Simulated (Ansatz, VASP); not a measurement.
**One calculation of Mg2O3, two programs**

```
Mg O
1.0
     1.50825   -5.25423    0.00000
     1.50825    5.25423    0.00000
     0.00000    0.00000    6.41717
Mg O
4 6
Direct
  0.23303 0.76697 0.25000
  0.76697 0.23303 0.75000
  0.50000 0.50000 0.50000
  0.50000 0.50000 0.00000
  0.61135 0.38865 0.25000
  0.87301 0.12699 0.37020
  0.38865 0.61135 0.75000
  0.12699 0.87301 0.62980
  0.87301 0.12699 0.12980
  0.12699 0.87301 0.87020
```

Change from the starting cell: species swapped into the Cr3C2 type (Cmcm, No. 63).

Alike in both runs: task relaxation of cell and atoms; functional PBE; k mesh 8 × 8 × 4; occupations gaussian, width 0.02 eV; no spin polarisation.

|  | VASP | Ansatz |
| --- | --- | --- |
| version | VASP 6.6.1 | Ansatz 0.2.0 |
| potentials or method | VASP PAW PBE potentials, release 64 (Mg, O), cutoff 600 eV | scalar-relativistic, plane waves, PAW |
| valence electrons in the cell | 44 | 76 |

```csv
,VASP,Ansatz,Ansatz less VASP
"gap on the k mesh at the Fermi level, each at its own relaxed structure (eV)",2.49,2.59,+0.098
relaxed volume (Å³/atom),10.15,10.22,+0.072
relaxed length of the cell vector where the two differ most in proportion (Å),5.461,5.475,+0.0139
```

VASP's potentials hold 44 valence electrons a cell and Ansatz's 76, so a difference there can come from the potentials and not from the codes.
